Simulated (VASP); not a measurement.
## Fe: single point with PBE

Fe:

```
CELL_PARAMETERS angstrom
-1.15164 1.15164 1.15164
1.15164 -1.15164 1.15164
1.15164 1.15164 -1.15164
ATOMIC_POSITIONS crystal
Fe 0.00000 0.00000 0.00000
```

This cell differs from its parent crystal: volume scaled by 0.58.

| Property | Result |
| --- | --- |
| Program | VASP 6.6.1 |
| Task | single point |
| Functional | PBE |
| Potentials or basis | VASP PAW PBE potentials, release 64 (Fe) |
| Cutoff | 520 eV |
| k mesh | 21 × 21 × 21 |
| Occupations | fermi-dirac, width 0.1 eV |
| Spin | no spin polarisation |

The pressure is 487.1 GPa. The band gap on the k mesh is zero (band 4 reaches 16.95 eV, above the bottom of band 5 at 12.26 eV).

Levels at points of the mesh, in eV from the Fermi level:
| k point | band 1 | band 2 | band 3 | band 4 | band 5 | band 6 | band 7 | band 8 |
| --- | --- | --- | --- | --- | --- | --- | --- | --- |
| (0.00, 0.00, 0.00) | -11.90 | -3.85 | -3.85 | -3.85 | -0.25 | -0.25 | 31.10 | 31.10 |

Wall time 13 s on 1 thread of AMD EPYC 7R43 64-Core Processor (Zen 3), on a shared host, peak memory 0.09 GiB.

Caveat: the run has no spin polarisation, though such a crystal can be magnetic. Spin polarisation is off, so any magnetic state and its effect on volume and gap are missing.
